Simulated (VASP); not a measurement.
A run of VASP 6.6.1 is set up as follows.

File INCAR:

```
  PREC = Accurate
  ENCUT = 520
  EDIFF = 1E-6
  ISMEAR = -1
  SIGMA = 0.1
  LREAL = F
  LASPH = T
  NELM = 100
  ALGO = Normal
  ISIF = 2
  LWAVE = F
  LCHARG = F
  GGA = RE
  NBANDS = 13
```

The input KPOINTS:

```
Automatic mesh
0
Gamma
  11 11 11
```

File POSCAR:

```
Pb
1.0
    3.2847854856      0.0000000000      0.0000000000
    0.0000000000      3.2847854856      0.0000000000
    0.0000000000      0.0000000000      3.2847854856
Pb
1
Direct
    0.0000000000      0.0000000000      0.0000000000
```

Potentials or basis: VASP PAW PBE potentials, release 64 (Pb_d).

Launch:

```console
$ cat potpaw_PBE.64/Pb_d/POTCAR > POTCAR
$ mpirun -np 1 vasp_std > vasp.out
```

(1) Estimate the pressure.

(2) Estimate the band gap on the k mesh.

Answers

(1) 0.0 GPa.

(2) zero (band 7 reaches 10.27 eV, above the bottom of band 8 at 3.95 eV).

Caveat: the PAW data sets were made with another functional, which shifts forces and pressure a little; spin-orbit coupling is left out, which moves the levels of the heavy elements.
